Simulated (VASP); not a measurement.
Runs of VASP 6.6.1 on SiC. Symmetry: F-43m, No. 216, cubic system. Conventional cell: a = 4.379 Å, b = 4.379 Å, c = 4.379 Å, α = 90.00°, β = 90.00°, γ = 90.00°. Within 2.5 Å of Si (site symmetry -43m) lie 4 C at 1.90 Å. Within 2.5 Å of C (site symmetry -43m) lie 4 Si at 1.90 Å. 

| task | level | cell | k mesh | cutoff (eV) | smearing | grid for exact exchange (PRECFOCK) | screening parameter | gap on the mesh (eV) | pressure (GPa) |
| --- | --- | --- | --- | --- | --- | --- | --- | --- | --- |
| relaxation of cell and atoms | PBE | relaxed | 10 × 10 × 10 | 600 | gaussian 0.02 eV | - | - | 1.37 | -0.1 |
| single point | PBE | as given | 10 × 10 × 10 | 600 | methfessel-paxton 0.02 eV | - | - | 1.37 | -0.1 |
| single point | r2SCAN | as given | 10 × 10 × 10 | 520 | gaussian 0.02 eV | - | - | (b) | -3.7 |
| single point | PBE | as given | 10 × 10 × 10 | 520 | gaussian 0.02 eV | - | - | 1.37 | 0.0 |
| single point | HSE06 | as given | 8 × 8 × 8 | 520 | gaussian 0.02 eV | Normal | 0.2079 1/Å | (a) | -5.0 |

Alike in all rows: potentials or basis VASP PAW PBE potentials, release 64 (Si, C); no spin polarisation.

Question: Fill in the values left out.

Answer: (a) 2.24; (b) 1.73.

Caveats: the PAW data sets were made with another functional, which shifts forces and pressure a little (some runs); the relaxation stopped at its first step, so nothing moved (some runs).

A k mesh can miss the band edges.
